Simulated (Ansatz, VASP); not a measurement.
## One calculation of La, two programs

```
La
1.0
     3.77270    0.00000    0.00000
    -1.88635    3.26725    0.00000
     0.00000    0.00000   12.11270
La
4
Cartesian
  0.0000 0.0000 0.0000
  -1.8863 3.2673 6.0564
  0.0000 2.1782 9.0845
  1.8863 1.0891 3.0282
```

Alike in both runs: task single point; functional PBE; k mesh 10 × 10 × 3; occupations fermi-dirac, width 0.3 eV; no spin polarisation.

|  | VASP | Ansatz |
| --- | --- | --- |
| version | VASP 6.6.1 | Ansatz 0.2.0 |
| potentials or method | VASP PAW PBE potentials, release 64 (La), cutoff 520 eV | plane waves (420 eV) with PAW, scalar-relativistic |
| valence electrons in the cell | 44 | 44 |

|  | VASP | Ansatz | Ansatz less VASP |
| --- | --- | --- | --- |
| pressure (GPa) | 0.9 | 0.9 | +0.05 |
| traceless stress, the component that is largest in VASP (GPa) | 0.24 | 0.24 | -0.002 |

Spin-orbit coupling is off throughout.
